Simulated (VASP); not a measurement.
# Ir (P6_3/mmc) in VASP: a series of runs

Ir is run at these levels: LDA; tasks: single point.

Program: VASP 6.6.1. These are calculated values, not measurements. Logs are shortened: lines on timing, memory, paths and dates and some standing lists are left out, and cuts for length are marked.

## (1) The cell of the first run

Symmetry: P6_3/mmc, No. 194, hexagonal system. The conventional cell has a = 2.732 Å, b = 2.732 Å, c = 4.152 Å, α = 90.00°, β = 90.00°, γ = 120.00°. Ir (site symmetry -6m2) has 12 Ir at 2.61 to 2.73 Å within 3.4 Å.

This isn't the form of Ir at room conditions, which is fcc.

## (2) Single point, LDA

Contents of INCAR:

```
SYSTEM = Ir
ALGO     = Normal         ! electronic algorithm
EDIFF    = 1E-7           ! SCF threshold, eV
ENCUT    = 520            ! plane-wave cutoff, eV
ISIF     = 2              ! what is computed and relaxed
ISMEAR   = 0              ! smearing method
LASPH    = .TRUE.         ! aspherical terms in the spheres
LCHARG   = .FALSE.        ! write CHGCAR
LREAL    = .FALSE.        ! projectors in reciprocal space
LWAVE    = .FALSE.        ! write WAVECAR
NBANDS   = 16             ! bands
NELM     = 100            ! most SCF steps
PREC     = Accurate       ! precision mode
SIGMA    = 0.15           ! smearing width, eV
```

Contents of KPOINTS:

```
k-points
0
G
  18 18 10
  0 0 0
```

Contents of POSCAR:

```
Ir
1.0
    2.7323000000      0.0000000000      0.0000000000
   -1.3661500000      2.3662412107      0.0000000000
    0.0000000000      0.0000000000      4.1523000000
Ir
2
Direct
    0.6666666667      0.3333333333      0.7500000000
    0.3333333333      0.6666666667      0.2500000000
```

Potentials or basis: VASP PAW LDA potentials, release 64 (Ir).

Started as:

```
cat potpaw_LDA.64/Ir/POTCAR > POTCAR
mpirun -np 1 vasp_std > vasp.out
```

OUTCAR:

```text
SYSTEM = Ir
   EDIFF = 1E-7
   ENCUT = 520
   ISIF = 2
   ISMEAR = 0
   LASPH = .TRUE.
   LREAL = .FALSE.
   NELM = 100
   PREC = Accurate

 ion  position               nearest neighbor table
   1  0.667  0.333  0.750-   2 2.61   2 2.61   2 2.61   2 2.61   2 2.61   2 2.61
   2  0.333  0.667  0.250-   1 2.61   1 2.61   1 2.61   1 2.61   1 2.61   1 2.61

  LATTYP: Found a hexagonal cell.
 ALAT       =     2.7323000000
 C/A-ratio  =     1.5197086704

  Lattice vectors:

 A1 = (   2.7323000000,   0.0000000000,   0.0000000000)
 A2 = (  -1.3661500000,   2.3662412107,   0.0000000000)
 A3 = (   0.0000000000,   0.0000000000,   4.1523000000)

Analysis of symmetry for initial positions (statically):
=====================================================================
 Subroutine PRICEL returns:
 Original cell was already a primitive cell.

 Routine SETGRP: Setting up the symmetry group for a
 hexagonal supercell.

 Subroutine GETGRP returns: Found 24 space group operations
 (whereof 12 operations were pure point group operations)
 out of a pool of 24 trial point group operations.

The static configuration has the point symmetry D_3d.
 The point group associated with its full space group is D_6h.

Analysis of symmetry for dynamics (positions and initial velocities):
=====================================================================
 Subroutine PRICEL returns:
 Original cell was already a primitive cell.

 Routine SETGRP: Setting up the symmetry group for a
 hexagonal supercell.

 Subroutine GETGRP returns: Found 24 space group operations
 (whereof 12 operations were pure point group operations)
 out of a pool of 24 trial point group operations.

The dynamic configuration has the point symmetry D_3d.
 The point group associated with its full space group is D_6h.

 Subroutine INISYM returns: Found 24 space group operations
 (whereof 12 operations are pure point group operations),
 and found     1 'primitive' translations

----------------------------------------------------------------------------------------

                                     Primitive cell

  volume of cell :      26.8458

  direct lattice vectors                    reciprocal lattice vectors
     2.732300000  0.000000000  0.000000000     0.365992021  0.211305592  0.000000000
    -1.366150000  2.366241211  0.000000000     0.000000000  0.422611184  0.000000000
     0.000000000  0.000000000  4.152300000     0.000000000  0.000000000  0.240830383

  length of vectors
     2.732300000  2.732300000  4.152300000     0.422611184  0.422611184  0.240830383

  position of ions in fractional coordinates (direct lattice)
[... 82 lines left out ...]
   NSW    =      0    number of steps for IOM
   IBRION =     -1    ionic relax: 0-MD 1-quasi-New 2-CG
   NFREE  =      0    steps in history (QN), initial steepest desc. (CG)
   ISIF   =      2    stress and relaxation
   ISYM   =      2    0-nonsym 1-usesym 2-fastsym
   POTIM  = 0.5000    time-step for ionic-motion
   TEBEG  =    0.0;   TEEND  =   0.0 temperature during run
   PSTRESS=    0.0 pullay stress
   NELECT =      18.0000    total number of electrons
   NUPDOWN=      -1.0000    fix difference up-down
   EMIN   =  10.00;   EMAX   =-10.00  energy-range for DOS
   EFERMI =   0.00;   METHOD = LEGACY
   ISMEAR =     0;   SIGMA  =   0.15  broadening in eV -4-tet -1-fermi 0-gaus
   EFERMI_NEDOS =   21; number of points for ismear=-14 and -15
   IALGO  =     38    algorithm
   IMIX   =      4    mixing-type and parameters
     AMIX     =   0.40;   BMIX     =  1.00
     AMIX_MAG =   1.60;   BMIX_MAG =  1.00
  volume/ion in A,a.u.               =      13.42        90.58
  Fermi-wavevector in a.u.,A,eV,Ry     =   1.432871  2.707733 27.934367  2.053118
  Thomas-Fermi vector in A             =   2.552451
   LORBIT       =      0    0 simple, 1 ext, 2 COOP (PROOUT), +10 PAW based schemes
   GGA     = CA    functional components
   LHFCALC =     F    Hartree Fock is set to
   AEXX    =    0.0000 exact exchange contribution
   IVDW    =     0    specifies the selected vdW correction
   LEPSILON=     F    determine dielectric tensor
   LRPA    =     F    only Hartree local field effects (RPA)
 non-spin polarized calculation
 Gauss-broadening in eV      SIGMA  =   0.15
  energy-cutoff  :      520.00
  volume of cell :       26.85
 maximum number of plane-waves:       739
   NGX = 11   NGY = 11   NGZ = 15

 number of electron      18.0000000 magnetization

 Free energy of the ion-electron system (eV)
  ---------------------------------------------------
  ext. energy  EPLUGINS =         0.00000000
  ---------------------------------------------------
  free energy    TOTEN  =       -20.33001588 eV

  energy without entropy =      -20.29893824  energy(sigma->0) =      -20.31447706

 E-fermi :  11.4671     XC(G=0): -14.4378

 val. band max:       11.4666514312   @ k =   0.3889   0.0000   0.4000
 cond. band min:      11.4745628598   @ k =   0.2778   0.1667   0.0000
 fundamental gap:      0.0079114286
 Fermi energy:        11.4671359148

 k-point     1 :       0.0000    0.0000    0.0000
  band No.  band energies     occupation
      1      -0.4142      2.00000
      2       2.6798      2.00000
      3       7.1244      2.00000
      4       7.1244      2.00000
      5       7.7945      2.00000
      6       8.0280      2.00000
[... 433 lines left out ...]
      3       3.9902      2.00000
      4       6.3829      2.00000
      5       6.7972      2.00000
      6       7.8256      2.00000
[... 8 lines left out ...]
     15      23.2189      0.00000
     16      25.3447      0.00000

 [... further k-points ...]

------------------------ aborting loop because EDIFF is reached ----------------------------------------

  FORCE on cell =-STRESS in cart. coord.  units (eV):
  Direction    XX          YY          ZZ          XY          YZ          ZX
  --------------------------------------------------------------------------------------
  -------------------------------------------------------------------------------------
  Total        1.8701635      1.8701635      6.8957222      0.0000000     -0.0000000      0.0000000
  in kB      111.6128120    111.6128120    411.5420528      0.0000000     -0.0000000      0.0000000
  external PRESSURE =     211.5892256 kB  Pullay stress =       0.0000000 kB

 VOLUME and BASIS-vectors are now :
 -----------------------------------------------------------------------------
  energy-cutoff  :      520.00
  volume of cell :       26.85
      direct lattice vectors                 reciprocal lattice vectors
     2.732300000  0.000000000  0.000000000     0.365992021  0.211305592  0.000000000
    -1.366150000  2.366241211  0.000000000     0.000000000  0.422611184  0.000000000
     0.000000000  0.000000000  4.152300000     0.000000000  0.000000000  0.240830383

 POSITION                                       TOTAL-FORCE (eV/Angst)
 -----------------------------------------------------------------------------------
      1.36615      0.78875      3.11423         0.000000      0.000000      0.000000
     -0.00000      1.57749      1.03808        -0.000000     -0.000000      0.000000
 -----------------------------------------------------------------------------------
    total drift:                               -0.000000      0.000000     -0.000000

  FREE ENERGIE OF THE ION-ELECTRON SYSTEM (eV)
  ---------------------------------------------------
  free  energy   TOTEN  =       -20.3300158826 eV

  energy  without entropy=      -20.2989382438  energy(sigma->0) =      -20.31447706
```

stdout:

```text
POSCAR found type information on POSCAR Ir
 POSCAR found :  1 types and       2 ions
 scaLAPACK will be used
 LDA part: xc-table for (Slater(with rela. corr.)+CA(PZ))
 , standard interpolation
 POSCAR, INCAR and KPOINTS ok, starting setup
 FFT: planning ... GRIDC
 FFT: planning ... GRID_SOFT
 FFT: planning ... GRID
 WAVECAR not read
 entering main loop
```

Run time: 1.8 min. Hardware: 1 thread of Intel Xeon 8259CL, shared host; peak memory 0.2 GiB.

What came out:

```yaml
Free_energy: -20.3300 eV
Pressure: 21.2 GPa
Band_gap_on_the_k_mesh: zero (bands 9 and 10 overlap by 3.52 eV)
```

Caveat: the stress differs along the axes, from 11 to 41 GPa; spin-orbit coupling is left out, which moves the levels of the heavy elements.

## (3) Single point, LDA

This run uses another cell than the first one, of 13.48 Å³/atom.

Contents of INCAR:

```
SYSTEM = Ir
PREC = Accurate
ENCUT = 520
EDIFF = 1E-6
ISMEAR = 0
SIGMA = 0.15
LREAL = .FALSE.
LASPH = .TRUE.
NELM = 60
ALGO = Fast
ISIF = 2
LWAVE = .FALSE.
LCHARG = .FALSE.
GGA = CA
NBANDS = 16
```

Contents of KPOINTS:

```
Automatic mesh
0
G
  18 18 10
  0 0 0
```

Contents of POSCAR:

```
Ir
1.0
    2.6421000000      0.0000000000      0.0000000000
   -1.3210500000      2.2881257193      0.0000000000
    0.0000000000      0.0000000000      4.4593000000
Ir
2
Direct
    0.6666666667      0.3333333333      0.7500000000
    0.3333333333      0.6666666667      0.2500000000
```

Potentials or basis: VASP PAW LDA potentials, release 64 (Ir).

Started as:

```
cat potpaw_LDA.64/Ir/POTCAR > POTCAR
mpirun -np 1 vasp_std > vasp.out
```

It took 4.1 min on 1 thread of Intel Xeon 8259CL, shared host; peak memory 0.2 GiB.

It converged, with:

```
Free energy            : -20.4182 eV
Pressure               : 17.0 GPa
Band gap on the k mesh : zero (bands 9 and 10 overlap by 3.89 eV)
```

Stress tensor (GPa, compression positive):
```
23.15  0.00  0.00
 0.00 23.15  0.00
 0.00  0.00  4.58
```

Levels at points of the mesh, in eV from the Fermi level:
```
           k point  band 7  band 8  band 9  band 10  band 11  band 12
(0.00, 0.00, 0.00)   -3.50   -2.16   -2.16    -1.26     0.38     0.38
(0.50, 0.00, 0.00)   -3.41    0.94    1.14     1.50     3.32     4.91
(0.00, 0.00, 0.50)   -4.15   -4.15   -0.43    -0.43    -0.43    -0.43
(0.50, 0.00, 0.50)   -0.99   -0.99    1.35     1.35     2.18     2.18
```

Caveat: the stress differs along the axes, from 5 to 23 GPa; spin-orbit coupling is left out, which moves the levels of the heavy elements.

The gap in the log of VASP goes by the Fermi energy; the results here count the filled bands.